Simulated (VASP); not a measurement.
Here is a VASP 6.6.1 calculation.

Contents of INCAR:

```
SYSTEM = In
PREC = Accurate
ENCUT = 520
EDIFF = 1E-6
ISMEAR = 0
SIGMA = 0.1
LREAL = .False.
LASPH = .True.
NELM = 100
ALGO = Normal
ISIF = 2
LWAVE = .False.
LCHARG = .False.
GGA = PE
NBANDS = 20
```

KPOINTS

```
Automatic mesh
0
Gamma
  6 6 4
  0 0 0
```

File POSCAR:

```
In
1.0
    3.2656820257     -2.0725566660      0.0000000000
    3.2656820257      2.0725566660      0.0000000000
   -2.3753590686      0.0000000000      4.5307212939
In
2
Direct
    0.0640000000      0.0640000000      0.1530000000
    0.9360000000      0.9360000000      0.8470000000
```

Potentials or basis: VASP PAW PBE potentials, release 64 (In_d).

Run with:

```sh
$ cat potpaw_PBE.64/In_d/POTCAR > POTCAR
$ mpirun -np 1 vasp_std > vasp.out
```

Q: What does it give for the largest force?

A: 53.019 eV/Å.

Q: Predict the pressure.

A: 60.7 GPa.

Q: Predict the band gap on the k mesh.

A: Zero (band 13 reaches 7.90 eV, above the bottom of band 14 at 4.75 eV).

Stress tensor (GPa, compression positive):
```
 -4.45   0.00  15.01
  0.00  -3.89   0.00
 15.01   0.00 190.39
```

Caveat: spin-orbit coupling is left out, which moves the levels of the heavy elements; forces of over 1 eV/Å act on the atoms, so gaps and moduli don't describe the material at rest.
